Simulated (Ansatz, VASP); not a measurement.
**Two plane-wave programs on WSe2**

```
Se W
1.0
     3.28549    0.00000    0.00000
    -1.64275    2.84532    0.00000
     0.00000    0.00000   24.23865
Se W
4 2
Direct
  0.33333 0.66667 0.18565
  0.33333 0.66667 0.32466
  0.33333 0.66667 0.51485
  0.33333 0.66667 0.65386
  0.66667 0.33333 0.25516
  0.66667 0.33333 0.58436
```

Alike in both runs: task single point; functional PBE; dispersion D3(BJ); k mesh 9 × 9 × 1; occupations gaussian, width 0.05 eV; no spin polarisation.

```csv
,VASP,Ansatz
version,VASP 6.6.1,Ansatz 0.2.0
potentials or method,"VASP PAW PBE potentials, release 64 (Se, W_sv), cutoff 520 eV","scalar-relativistic, plane waves, PAW"
valence electrons in the cell,52,92
```

|  | VASP | Ansatz | Ansatz less VASP |
| --- | --- | --- | --- |
| gap on the k mesh at the Fermi level (eV) | 1.65 | 1.64 | -0.001 |
| least direct gap on the mesh (eV) | 1.66 | 1.67 | +0.004 |
| rms of the force components (eV/Å) | 0.040 | 0.022 | -0.0179 |

VASP's potentials hold 52 valence electrons a cell and Ansatz's 92, so a difference there can come from the potentials and not from the codes.

Spin-orbit coupling is off throughout.
